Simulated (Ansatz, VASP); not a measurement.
BiTe: VASP beside Ansatz

POSCAR

```
BiTe
1.0
    0.0000000000      3.2350000000      3.2350000000
    3.2350000000      0.0000000000      3.2350000000
    3.2350000000      3.2350000000      0.0000000000
Bi Te
1 1
Direct
    0.0000000000      0.0000000000      0.0000000000
    0.5000000000      0.5000000000      0.5000000000
```

File INCAR.step1:

```
PREC = Accurate ; ENCUT = 520
EDIFF = 1E-5 ; ISMEAR = -1
SIGMA = 0.05 ; LREAL = False
LASPH = True ; NELM = 60
ALGO = Normal ; ISIF = 2
LWAVE = True ; LCHARG = False
NBANDS = 18 ; GGA = PE
```

Contents of INCAR.step2:

```
PREC = Accurate ; ENCUT = 520
EDIFF = 1E-6 ; ISMEAR = -1
SIGMA = 0.05 ; LREAL = False
LASPH = True ; NELM = 60
ALGO = Normal ; ISIF = 2
LWAVE = False ; LCHARG = False
GGA = PE ; LHFCALC = True
HFSCREEN = 0.2079 ; PRECFOCK = Normal
NBANDS = 18 ; ISTART = 1
```

Contents of KPOINTS:

```
Automatic mesh
0
Gamma
  4 4 4
```

The input input:

```
crystal:
  lattice:
    - [0.0, 3.235, 3.235]
    - [3.235, 0.0, 3.235]
    - [3.235, 3.235, 0.0]
  atoms:
    - { symbol: Bi, position: [0.0, 0.0, 0.0] }
    - { symbol: Te, position: [0.5, 0.5, 0.5] }
hamiltonian:
  xc: hse06
  pseudopotentials: { kind: paw }
kpoints:
  mp_grid: { grid: [4, 4, 4] }
scf:
  occupations: { method: fermi_dirac, width: 0.05 }
output:
  forces: true
  stress: true
  eigenvalues: true
```

Alike in both runs: task single point; functional HSE06; k mesh 4 × 4 × 4; occupations fermi-dirac, width 0.05 eV; no spin polarisation.

```csv
,VASP,Ansatz
version,VASP 6.6.1,Ansatz 0.2.0
potentials or method,"VASP PAW PBE potentials, release 64 (Bi_d, Te)",Ansatz PAW
plane-wave cutoff (eV),520,420
valence electrons in the cell,21,31
```

Ansatz gave:

```
gap on the k mesh at the Fermi level (eV) : none
pressure (GPa)                            : -1.3
```

Task: Estimate VASP's values.

Result: gap on the k mesh at the Fermi level (eV): none; pressure (GPa): -1.5.

A gap of «none» marks a metal or a gap that the smearing closes. VASP's potentials hold 21 valence electrons a cell and Ansatz's 31, so a difference there can come from the potentials and not from the codes.

The k mesh is coarse, so the values compare programs but aren't converged. Spin-orbit coupling is off throughout.
